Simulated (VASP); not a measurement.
A run of VASP 6.6.1 is set up as follows.

Contents of INCAR:

```
SYSTEM = Si2Ni
  PREC = Accurate
  ENCUT = 520
  EDIFF = 1E-6
  ISMEAR = 0
  SIGMA = 0.15
  LREAL = .FALSE.
  LASPH = .TRUE.
  NELM = 150
  ALGO = Normal
  ISIF = 2
  LWAVE = .FALSE.
  LCHARG = .FALSE.
  ISPIN = 2
  MAGMOM = 0 0 1
  LORBIT = 11
  NUPDOWN = 1.0
  LMAXMIX = 4
  GGA = CA
  NBANDS = 20
```

KPOINTS

```
Automatic mesh
0
G
  14 14 14
  0 0 0
```

POSCAR

```
Si2Ni
1.0
    0.0000000000      2.7784916684      2.7784916684
    2.7784916684      0.0000000000      2.7784916684
    2.7784916684      2.7784916684      0.0000000000
Si Ni
2 1
Direct
    0.2500000000      0.2500000000      0.2500000000
    0.7500000000      0.7500000000      0.7500000000
    0.0000000000      0.0000000000      0.0000000000
```

Potentials or basis: VASP PAW LDA potentials, release 64 (Si, Ni).

Run with:

```sh
$ cat potpaw_LDA.64/Si/POTCAR potpaw_LDA.64/Ni/POTCAR > POTCAR
$ mpirun -np 1 vasp_std > vasp.out
```

(1) What does it give for the pressure?

Answers

(1) -11.6 GPa.

Caveat: the cell stands under tension; the total moment is fixed, so each spin has its own Fermi level.
